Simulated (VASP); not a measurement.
# V (I4/mmm) in VASP: a series of runs

The runs below take V through single point, with PBE+U.

All numbers are computed with VASP 6.6.1; they aren't measurements. Logs are shortened: lines on timing, memory, paths and dates and some standing lists are left out, and cuts for length are marked.

## Step 1: The cell of the first run

Symmetry: I4/mmm, No. 139, tetragonal system. The conventional cell has a = 3.056 Å, b = 3.056 Å, c = 2.898 Å, α = 90.00°, β = 90.00°, γ = 90.00°. V (site symmetry 4/mmm) has 14 V at 2.60 to 3.06 Å within 3.4 Å.

## Step 2: Single point, PBE+U, collinear spin, antiferromagnetic start

Contents of INCAR:

```
SYSTEM = V
PREC = Accurate ; ENCUT = 500
EDIFF = 1E-6 ; ISMEAR = -1
SIGMA = 0.1 ; LREAL = .False.
LASPH = .True. ; NELM = 200
ALGO = Normal ; ISIF = 2
LWAVE = .False. ; LCHARG = .False.
ISPIN = 2 ; MAGMOM = 1.95 -1.95
LORBIT = 11 ; LMAXMIX = 4
LDAU = .True. ; LDAUTYPE = 2
LDAUL = 2 ; LDAUU = 2.5
LDAUJ = 0 ; LDAUPRINT = 1
GGA = PE ; NBANDS = 24
GGA_COMPAT = .False.
```

Contents of KPOINTS:

```
regular mesh
0
Gamma
  2 2 2
  0 0 0
```

Contents of POSCAR:

```
V
1.0
    3.0560380000      0.0000000000      0.0000000000
    0.0000000000      3.0560380000      0.0000000000
    0.0000000000      0.0000000000      2.8979240000
V
2
Direct
    0.0000000000      0.0000000000      0.0000000000
    0.5000000000      0.5000000000      0.5000000000
```

Potentials or basis: VASP PAW PBE potentials, release 64 (V_sv).

Run with:

```
cat potpaw_PBE.64/V_sv/POTCAR > POTCAR
mpirun -np 1 vasp_std > vasp.out
```

OUTCAR:

```text
SYSTEM = V
   PREC = Accurate
   ENCUT = 500
   EDIFF = 1E-6
   ISMEAR = -1
   LREAL = .False.
   LASPH = .True.
   NELM = 200
   ISIF = 2
   ISPIN = 2
   LORBIT = 11
   GGA = PE

 ion  position               nearest neighbor table
   1  0.000  0.000  0.000-   2 2.60   2 2.60   2 2.60   2 2.60   2 2.60   2 2.60   2 2.60   2 2.60

   2  0.500  0.500  0.500-   1 2.60   1 2.60   1 2.60   1 2.60   1 2.60   1 2.60   1 2.60   1 2.60

  LATTYP: Found a simple tetragonal cell.
 ALAT       =     3.0560380000
 C/A-ratio  =     0.9482617690

  Lattice vectors:

 A1 = (   3.0560380000,   0.0000000000,   0.0000000000)
 A2 = (   0.0000000000,   3.0560380000,   0.0000000000)
 A3 = (   0.0000000000,   0.0000000000,   2.8979240000)

Analysis of symmetry for initial positions (statically):
=====================================================================
 Subroutine PRICEL returns following result:

  LATTYP: Found a body centered tetragonal cell.
 ALAT       =     3.0560380000
 C/A-ratio  =     0.9482617690
[... 12 lines left out ...]
 Subroutine GETGRP returns: Found 16 space group operations
 (whereof 16 operations were pure point group operations)
 out of a pool of 16 trial point group operations.

The static configuration has the point symmetry D_4h.

Analysis of symmetry for dynamics (positions and initial velocities):
=====================================================================
 Subroutine PRICEL returns following result:

  LATTYP: Found a body centered tetragonal cell.
 ALAT       =     3.0560380000
 C/A-ratio  =     0.9482617690
[... 12 lines left out ...]
 Subroutine GETGRP returns: Found 16 space group operations
 (whereof 16 operations were pure point group operations)
 out of a pool of 16 trial point group operations.

The dynamic configuration has the point symmetry D_4h.

Analysis of structural, dynamic, and magnetic symmetry:
=====================================================================
 Subroutine PRICEL returns following result:

  LATTYP: Found a body centered tetragonal cell.
 ALAT       =     3.0560380000
 C/A-ratio  =     0.9482617690
[... 12 lines left out ...]
 Subroutine GETGRP returns: Found 16 space group operations
[... 185 lines left out ...]
  o =  0.2563  v =  0.0000 -0.0000  1.0000 -0.0000  0.0000  0.0000  0.0000  0.0000  0.0000  0.0000      0.0000  0.0000  0.0000  0.0000  0.0000  0.0000  0.0000  0.0000  0.0000  0.0000
  o =  0.2639  v =  0.0000  0.0000  0.0000  0.0000  0.0000  0.0000  0.0000 -0.0000  0.0000 -1.0000      0.0000  0.0000  0.0000  0.0000  0.0000  0.0000  0.0000  0.0000  0.0000  0.0000
  o =  0.2932  v =  0.0000  0.0000  0.0000  0.0000  0.0000  0.0000  0.0000  1.0000  0.0000 -0.0000      0.0000  0.0000  0.0000  0.0000  0.0000  0.0000  0.0000  0.0000  0.0000  0.0000
  o =  0.5029  v =  0.0000  0.0000  0.0000  0.0000  0.0000  0.0000 -0.9974  0.0000 -0.0722 -0.0000      0.0000  0.0000  0.0000  0.0000  0.0000  0.0000  0.0000  0.0000  0.0000  0.0000
  o =  0.5029  v =  0.0000  0.0000  0.0000  0.0000  0.0000  0.0000 -0.0722 -0.0000  0.9974  0.0000      0.0000  0.0000  0.0000  0.0000  0.0000  0.0000  0.0000  0.0000  0.0000  0.0000
  o =  0.5989  v =  0.0000  0.0000  0.0000  0.0000  0.0000  1.0000  0.0000  0.0000  0.0000  0.0000      0.0000  0.0000  0.0000  0.0000  0.0000  0.0000  0.0000  0.0000  0.0000  0.0000

 number of electron      25.9999987 magnetization      -0.0000000

 Free energy of the ion-electron system (eV)
  ---------------------------------------------------
  ext. energy  EPLUGINS =         0.00000000
  ---------------------------------------------------
  free energy    TOTEN  =       -12.19332336 eV

  energy without entropy =      -12.11233774  energy(sigma->0) =      -12.15283055

 E-fermi :  10.6586     XC(G=0): -12.8001

 val. band max:       10.6105799644   @ k =   0.5000   0.0000   0.0000
 cond. band min:      10.7103769091   @ k =   0.0000   0.0000   0.0000
 fundamental gap:      0.0997969448
 Fermi energy:        10.6586404727

 spin component 1

 k-point     1 :       0.0000    0.0000    0.0000
  band No.  band energies     occupation
      1     -53.8647      1.00000
      2     -52.7856      1.00000
      3     -27.7454      1.00000
      4     -27.7454      1.00000
      5     -27.7036      1.00000
      6     -26.5835      1.00000
[... 151 lines left out ...]
     23      20.9205      0.00000
     24      20.9205      0.00000
 Fermi energy:        10.6586404727

 spin component 2

 k-point     1 :       0.0000    0.0000    0.0000
  band No.  band energies     occupation
      1     -53.8647      1.00000
      2     -52.7856      1.00000
      3     -27.7454      1.00000
      4     -27.7454      1.00000
      5     -27.7036      1.00000
      6     -26.5835      1.00000
[... 151 lines left out ...]
     23      20.9205      0.00000
     24      20.9205      0.00000

------------------------ aborting loop because EDIFF is reached ----------------------------------------

  FORCE on cell =-STRESS in cart. coord.  units (eV):
  Direction    XX          YY          ZZ          XY          YZ          ZX
  --------------------------------------------------------------------------------------
  -------------------------------------------------------------------------------------
  Total        0.7444959      0.7444959      0.1373435     -0.0000000      0.0000000     -0.0000000
  in kB       44.0725703     44.0725703      8.1304440     -0.0000000      0.0000000     -0.0000000
  external PRESSURE =      32.0918615 kB  Pullay stress =       0.0000000 kB

 VOLUME and BASIS-vectors are now :
 -----------------------------------------------------------------------------
  energy-cutoff  :      500.00
  volume of cell :       27.06
      direct lattice vectors                 reciprocal lattice vectors
     3.056038000  0.000000000  0.000000000     0.327221062  0.000000000  0.000000000
     0.000000000  3.056038000  0.000000000     0.000000000  0.327221062  0.000000000
     0.000000000  0.000000000  2.897924000     0.000000000  0.000000000  0.345074612

 POSITION                                       TOTAL-FORCE (eV/Angst)
 -----------------------------------------------------------------------------------
      0.00000      0.00000      0.00000        -0.000000      0.000000     -0.000000
      1.52802      1.52802      1.44896         0.000000     -0.000000      0.000000
 -----------------------------------------------------------------------------------
    total drift:                                0.000000      0.000000     -0.000000

  FREE ENERGIE OF THE ION-ELECTRON SYSTEM (eV)
  ---------------------------------------------------
  free  energy   TOTEN  =       -12.1933233582 eV

  energy  without entropy=      -12.1123377399  energy(sigma->0) =      -12.15283055

 total charge

# of ion       s       p       d       tot
------------------------------------------
    1        2.335   6.142   3.241  11.718
    2        2.335   6.142   3.241  11.718
--------------------------------------------------
tot          4.670  12.285   6.482  23.436

 magnetization (x)

# of ion       s       p       d       tot
------------------------------------------
    1        0.012   0.001   1.046   1.058
    2       -0.012  -0.001  -1.046  -1.058
--------------------------------------------------
tot          0.000   0.000   0.000   0.000
```

stdout:

```text
POSCAR found type information on POSCAR V
 POSCAR found :  1 types and       2 ions
 scaLAPACK will be used
 LDA part: xc-table for (Slater+PW92), standard interpolation
 POSCAR, INCAR and KPOINTS ok, starting setup
 FFT: planning ... GRIDC
 FFT: planning ... GRID_SOFT
 FFT: planning ... GRID
 WAVECAR not read
 entering main loop
```

Run time: 17 s. Hardware: 1 thread of Intel Xeon 6975P-C, shared host; peak memory 0.14 GiB.

Results:

| Property | Result |
| --- | --- |
| Free energy | -12.1933 eV |
| Pressure | 3.2 GPa |
| Band gap on the k mesh | zero (filled and empty bands overlap) |
| Net moment | 0.00 μB per cell |
| Site moments | V +1.06, -1.06 μB |
| Valence electrons inside the program's atomic spheres | V 11.72 |

Eigenvalues of the final occupation matrices:
| site | spin | trace | eigenvalues |
| --- | --- | --- | --- |
| site 1 d | 1 | 2.16 | 0.26 0.29 0.50 0.50 0.60 |
| site 1 d | 2 | 1.11 | 0.20 0.20 0.21 0.23 0.26 |
| site 2 d | 1 | 1.11 | 0.20 0.20 0.21 0.23 0.26 |
| site 2 d | 2 | 2.16 | 0.26 0.29 0.50 0.50 0.60 |

Caveat: the k points lie up to 1.08 Å⁻¹ apart; the U is typed as a test and isn't derived for this compound. The state reached can hang on the start; a lower one may exist.

## Step 3: Single point, PBE+U, collinear spin, antiferromagnetic start

Contents of INCAR:

```
  PREC = Accurate
  ENCUT = 500
  EDIFF = 1E-6
  ISMEAR = -1
  SIGMA = 0.1
  LREAL = False
  LASPH = True
  NELM = 200
  ALGO = Normal
  ISIF = 2
  LWAVE = False
  LCHARG = False
  ISPIN = 2
  MAGMOM = 1.95 -1.95
  LORBIT = 11
  LMAXMIX = 4
  LDAU = True
  LDAUTYPE = 2
  LDAUL = 2
  LDAUU = 2.5
  LDAUJ = 0
  LDAUPRINT = 1
  GGA = PE
  NBANDS = 24
  GGA_COMPAT = False
```

Contents of KPOINTS:

```
regular mesh
0
Gamma
  2 2 2
```

POSCAR is that of step 2.

Potentials or basis: VASP PAW PBE potentials, release 64 (V_sv).

Run with:

```
cat potpaw_PBE.64/V_sv/POTCAR > POTCAR
mpirun -np 1 vasp_std > vasp.out
```

OUTCAR:

```text
PREC = Accurate
   ENCUT = 500
   EDIFF = 1E-6
   ISMEAR = -1
   LREAL = False
   LASPH = True
   NELM = 200
   ISIF = 2
   ISPIN = 2
   LORBIT = 11
   GGA = PE

 ion  position               nearest neighbor table
   1  0.000  0.000  0.000-   2 2.60   2 2.60   2 2.60   2 2.60   2 2.60   2 2.60   2 2.60   2 2.60

   2  0.500  0.500  0.500-   1 2.60   1 2.60   1 2.60   1 2.60   1 2.60   1 2.60   1 2.60   1 2.60

  LATTYP: Found a simple tetragonal cell.
 ALAT       =     3.0560380000
 C/A-ratio  =     0.9482617690

  Lattice vectors:

 A1 = (   3.0560380000,   0.0000000000,   0.0000000000)
 A2 = (   0.0000000000,   3.0560380000,   0.0000000000)
 A3 = (   0.0000000000,   0.0000000000,   2.8979240000)

Analysis of symmetry for initial positions (statically):
=====================================================================
 Subroutine PRICEL returns following result:

  LATTYP: Found a body centered tetragonal cell.
 ALAT       =     3.0560380000
 C/A-ratio  =     0.9482617690
[... 12 lines left out ...]
 Subroutine GETGRP returns: Found 16 space group operations
 (whereof 16 operations were pure point group operations)
 out of a pool of 16 trial point group operations.

The static configuration has the point symmetry D_4h.

Analysis of symmetry for dynamics (positions and initial velocities):
=====================================================================
 Subroutine PRICEL returns following result:

  LATTYP: Found a body centered tetragonal cell.
 ALAT       =     3.0560380000
 C/A-ratio  =     0.9482617690
[... 12 lines left out ...]
 Subroutine GETGRP returns: Found 16 space group operations
 (whereof 16 operations were pure point group operations)
 out of a pool of 16 trial point group operations.

The dynamic configuration has the point symmetry D_4h.

Analysis of structural, dynamic, and magnetic symmetry:
[... 212 lines left out ...]

 Free energy of the ion-electron system (eV)
  ---------------------------------------------------
  ext. energy  EPLUGINS =         0.00000000
  ---------------------------------------------------
  free energy    TOTEN  =       -12.19332336 eV

  energy without entropy =      -12.11233774  energy(sigma->0) =      -12.15283055

 E-fermi :  10.6586     XC(G=0): -12.8001

 val. band max:       10.6105799644   @ k =   0.5000   0.0000   0.0000
 cond. band min:      10.7103769091   @ k =   0.0000   0.0000   0.0000
 fundamental gap:      0.0997969448
 Fermi energy:        10.6586404727

 spin component 1

 k-point     1 :       0.0000    0.0000    0.0000
  band No.  band energies     occupation
      1     -53.8647      1.00000
      2     -52.7856      1.00000
      3     -27.7454      1.00000
      4     -27.7454      1.00000
      5     -27.7036      1.00000
      6     -26.5835      1.00000
[... 151 lines left out ...]
     23      20.9205      0.00000
     24      20.9205      0.00000
 Fermi energy:        10.6586404727

 spin component 2

 k-point     1 :       0.0000    0.0000    0.0000
  band No.  band energies     occupation
      1     -53.8647      1.00000
      2     -52.7856      1.00000
      3     -27.7454      1.00000
      4     -27.7454      1.00000
      5     -27.7036      1.00000
      6     -26.5835      1.00000
[... 151 lines left out ...]
     23      20.9205      0.00000
     24      20.9205      0.00000

------------------------ aborting loop because EDIFF is reached ----------------------------------------

  FORCE on cell =-STRESS in cart. coord.  units (eV):
  Direction    XX          YY          ZZ          XY          YZ          ZX
  --------------------------------------------------------------------------------------
  -------------------------------------------------------------------------------------
  Total        0.7444959      0.7444959      0.1373435     -0.0000000      0.0000000     -0.0000000
  in kB       44.0725703     44.0725703      8.1304440     -0.0000000      0.0000000     -0.0000000
  external PRESSURE =      32.0918615 kB  Pullay stress =       0.0000000 kB

 VOLUME and BASIS-vectors are now :
 -----------------------------------------------------------------------------
  energy-cutoff  :      500.00
  volume of cell :       27.06
      direct lattice vectors                 reciprocal lattice vectors
     3.056038000  0.000000000  0.000000000     0.327221062  0.000000000  0.000000000
     0.000000000  3.056038000  0.000000000     0.000000000  0.327221062  0.000000000
     0.000000000  0.000000000  2.897924000     0.000000000  0.000000000  0.345074612

 POSITION                                       TOTAL-FORCE (eV/Angst)
 -----------------------------------------------------------------------------------
      0.00000      0.00000      0.00000        -0.000000      0.000000     -0.000000
      1.52802      1.52802      1.44896         0.000000     -0.000000      0.000000
 -----------------------------------------------------------------------------------
    total drift:                                0.000000      0.000000     -0.000000

  FREE ENERGIE OF THE ION-ELECTRON SYSTEM (eV)
  ---------------------------------------------------
  free  energy   TOTEN  =       -12.1933233582 eV

  energy  without entropy=      -12.1123377399  energy(sigma->0) =      -12.15283055

 total charge

# of ion       s       p       d       tot
------------------------------------------
    1        2.335   6.142   3.241  11.718
    2        2.335   6.142   3.241  11.718
--------------------------------------------------
tot          4.670  12.285   6.482  23.436

 magnetization (x)

# of ion       s       p       d       tot
------------------------------------------
    1        0.012   0.001   1.046   1.058
    2       -0.012  -0.001  -1.046  -1.058
--------------------------------------------------
tot          0.000   0.000   0.000   0.000
```

stdout:

```text
POSCAR found type information on POSCAR V
 POSCAR found :  1 types and       2 ions
 scaLAPACK will be used
 LDA part: xc-table for (Slater+PW92), standard interpolation
 POSCAR, INCAR and KPOINTS ok, starting setup
 FFT: planning ... GRIDC
 FFT: planning ... GRID_SOFT
 FFT: planning ... GRID
 WAVECAR not read
 entering main loop
```

It took 17 s on 1 thread of Intel Xeon 6975P-C, shared host; peak memory 0.14 GiB.

Results:

```yaml
Free_energy: -12.1933 eV
Pressure: 3.2 GPa
Band_gap_on_the_k_mesh: zero (filled and empty bands overlap)
Net_moment: 0.00 μB per cell
Site_moments: V +1.06, -1.06 μB
Valence_electrons_inside_the_program's_atomic_spheres: V 11.72
```

Levels at points of the mesh, in eV from the Fermi level:
Spin up:
| k point | band 10 | band 11 | band 12 | band 13 | band 14 | band 15 | band 16 | band 17 |
| --- | --- | --- | --- | --- | --- | --- | --- | --- |
| (0.00, 0.00, 0.00) | -3.39 | -3.28 | -0.54 | 0.05 | 0.05 | 2.06 | 2.69 | 3.76 |
| (0.50, 0.00, 0.00) | -3.74 | -1.16 | -0.63 | -0.61 | -0.05 | 0.86 | 1.29 | 1.64 |
| (0.50, 0.50, 0.00) | -3.51 | -1.26 | -1.26 | 0.37 | 0.37 | 1.84 | 2.01 | 2.37 |
| (0.00, 0.00, 0.50) | -3.43 | -0.91 | -0.49 | -0.49 | -0.40 | 0.42 | 1.13 | 1.13 |
| (0.50, 0.00, 0.50) | -3.50 | -1.91 | -1.78 | 0.81 | 0.83 | 2.32 | 2.42 | 2.73 |
| (0.50, 0.50, 0.50) | -2.30 | -2.23 | -1.17 | -1.17 | -0.88 | 2.47 | 2.55 | 3.13 |
Spin down:
```
           k point  band 10  band 11  band 12  band 13  band 14  band 15  band 16  band 17
(0.00, 0.00, 0.00)    -3.39    -3.28    -0.54     0.05     0.05     2.06     2.69     3.76
(0.50, 0.00, 0.00)    -3.74    -1.16    -0.63    -0.61    -0.05     0.86     1.29     1.64
(0.50, 0.50, 0.00)    -3.51    -1.26    -1.26     0.37     0.37     1.84     2.01     2.37
(0.00, 0.00, 0.50)    -3.43    -0.91    -0.49    -0.49    -0.40     0.42     1.13     1.13
(0.50, 0.00, 0.50)    -3.50    -1.91    -1.78     0.81     0.83     2.32     2.42     2.73
(0.50, 0.50, 0.50)    -2.30    -2.23    -1.17    -1.17    -0.88     2.47     2.55     3.13
```

Eigenvalues of the final occupation matrices:
```tsv
site	spin	trace	eigenvalues
site 1 d	1	2.16	0.26 0.29 0.50 0.50 0.60
site 1 d	2	1.11	0.20 0.20 0.21 0.23 0.26
site 2 d	1	1.11	0.20 0.20 0.21 0.23 0.26
site 2 d	2	2.16	0.26 0.29 0.50 0.50 0.60
```

Caveat: the k points lie up to 1.08 Å⁻¹ apart; the U is typed as a test and isn't derived for this compound. The state reached can hang on the start; a lower one may exist.
